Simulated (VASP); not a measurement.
**CuO: elastic constants with PBEsol**

The system is CuO.

```
Cu O
1.0
     2.34185   -1.71130    0.00000
     2.34185    1.71130    0.00000
    -0.85003    0.00000    5.05787
Cu O
2 2
Direct
  0.50000 0.00000 0.50000
  0.00000 0.50000 0.00000
  0.41840 0.58160 0.75000
  0.58160 0.41840 0.25000
```

* Program: VASP 6.6.1
* Task: elastic constants
* Functional: PBEsol
* Potentials or basis: VASP PAW PBE potentials, release 64 (Cu, O)
* Cutoff: 600 eV
* k mesh: 7 × 7 × 4
* Occupations: fermi-dirac, width 0.05 eV
* Spin: no spin polarisation
* Dipole correction: no
* Ions in elastic constants: relaxed
* Further INCAR settings: ALGO = Normal; EDIFF = 1e-08; IBRION = 6; POTIM = 0.015; NSW = 1; ISIF = 3

```yaml
Voigt_bulk_modulus: 160 GPa
Highest_phonon_frequency_at_Γ_LO-TO_splitting_left_out: 487 cm⁻¹
```

Phonon frequencies in cm⁻¹ (negative: imaginary):
| q point | frequencies |
| --- | --- |
| (0.000, 0.000, 0.000) | 0 0 0 139 157 283 288 310 402 454 480 487 |

Elastic tensor in Voigt notation (GPa, in the Cartesian axes of the cell as first typed):
```
251 139 161   0 -35   0
139  98 100   0 -31   0
161 100 293   0 -69   0
  0   0   0  16   0  -3
-35 -31 -69   0  43   0
  0   0   0  -3   0  58
```

Clamped-ion elastic tensor (GPa):
```
251 142 164   0 -32   0
142 130 134   0   0   0
164 134 329   0 -36   0
  0   0   0  56   0  13
-32   0 -36   0  72   0
  0   0   0  13   0  65
```

Run time: 55 min on 1 thread of AMD EPYC 7R43 64-Core Processor (Zen 3), with other jobs on the host, peak memory 0.31 GiB.

Caveat: the cell is under stress, which shifts elastic constants; the PAW data sets were made with another functional, which shifts forces and pressure a little.
